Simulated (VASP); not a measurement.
A run of VASP 6.6.1:

INCAR

```
SYSTEM = Nb
ALGO = Normal
EDIFF = 1E-6
ENCUT = 500
GGA = PS
GGA_COMPAT = .False.
ISIF = 2
ISMEAR = 0
LASPH = .True.
LCHARG = .True.
LELF = .True.
LREAL = .False.
LVHAR = .True.
LWAVE = .False.
NBANDS = 12
NELM = 120
PREC = Accurate
SIGMA = 0.1
```

Contents of KPOINTS:

```
k-points
0
Gamma
  28 28 28
  0 0 0
```

File POSCAR:

```
Nb
1.0
   -1.3554044822      1.3554044822      2.4287365222
    1.3554044822     -1.3554044822      2.4287365222
    1.3554044822      1.3554044822     -2.4287365222
Nb
1
Direct
    0.0000000000      0.0000000000      0.0000000000
```

Potentials or basis: VASP PAW PBE potentials, release 64 (Nb_sv).

The run is started by

```console
$ cat potpaw_PBE.64/Nb_sv/POTCAR > POTCAR
$ mpirun -np 1 vasp_std > vasp.out
```

Hardware: 1 thread of Intel(R) Xeon(R) 6975P-C (Granite Rapids) (shared host).

Task: Estimate the wall time of this run.

Result: Wall time 95 s on 1 thread of Intel(R) Xeon(R) 6975P-C (Granite Rapids), with other jobs on the host, peak memory 0.41 GiB. Counts: scf iterations 12, k points 1639.
